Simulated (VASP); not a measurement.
Here is a VASP 6.6.1 calculation.

Contents of POSCAR:

```
EuAl3Cu2
1.0
    5.4196770000      0.0000000000      0.0000000000
   -2.7098385000      4.6935779623      0.0000000000
    0.0000000000      0.0000000000      4.0700910000
Eu Al Cu
1 3 2
Direct
    0.0000000000      0.0000000000      0.0000000000
    0.5000000000      0.0000000000      0.5000000000
    0.0000000000      0.5000000000      0.5000000000
    0.5000000000      0.5000000000      0.5000000000
    0.3333330000      0.6666670000      0.0000000000
    0.6666670000      0.3333330000      0.0000000000
```

INCAR.step1

```
SYSTEM = EuAl3Cu2
PREC = Accurate
ENCUT = 520
EDIFF = 1E-6
ISMEAR = -1
SIGMA = 0.05
LREAL = .False.
LASPH = .True.
NELM = 150
ALGO = Normal
ISIF = 2
LWAVE = .False.
LCHARG = .True.
ISPIN = 2
MAGMOM = 7 0 0 0 0 0
LMAXMIX = 6
GGA = CA
NBANDS = 37
```

KPOINTS.step1

```
regular mesh
0
Gamma
  5 5 5
  0 0 0
```

Contents of INCAR.step2:

```
SYSTEM = EuAl3Cu2
PREC = Accurate
ENCUT = 520
EDIFF = 1E-6
ISMEAR = -5
SIGMA = 0.05
LREAL = .False.
LASPH = .True.
NELM = 150
ALGO = Normal
ISIF = 2
LWAVE = .False.
LCHARG = .False.
ISPIN = 2
MAGMOM = 7 0 0 0 0 0
LORBIT = 10
LMAXMIX = 6
GGA = CA
NBANDS = 37
NEDOS = 2001
ICHARG = 11
```

The input KPOINTS.step2:

```
regular mesh
0
Gamma
  8 8 8
  0 0 0
```

Potentials or basis: VASP PAW PBE potentials, release 64 (Eu, Al, Cu).

Command:

```sh
$ cat potpaw_PBE.64/Eu/POTCAR potpaw_PBE.64/Al/POTCAR potpaw_PBE.64/Cu/POTCAR > POTCAR
$ cp INCAR.step1 INCAR
$ cp KPOINTS.step1 KPOINTS
$ mpirun -np 1 vasp_std > vasp.out
$ cp INCAR.step2 INCAR
$ cp KPOINTS.step2 KPOINTS
$ mpirun -np 1 vasp_std > vasp.out
```

(1) What does it give for the net moment?

(2) Predict the site moments.

## Answers

(1) 6.83 μB per cell.

(2) Eu +6.47; Al -0.00; Cu +0.00 μB.
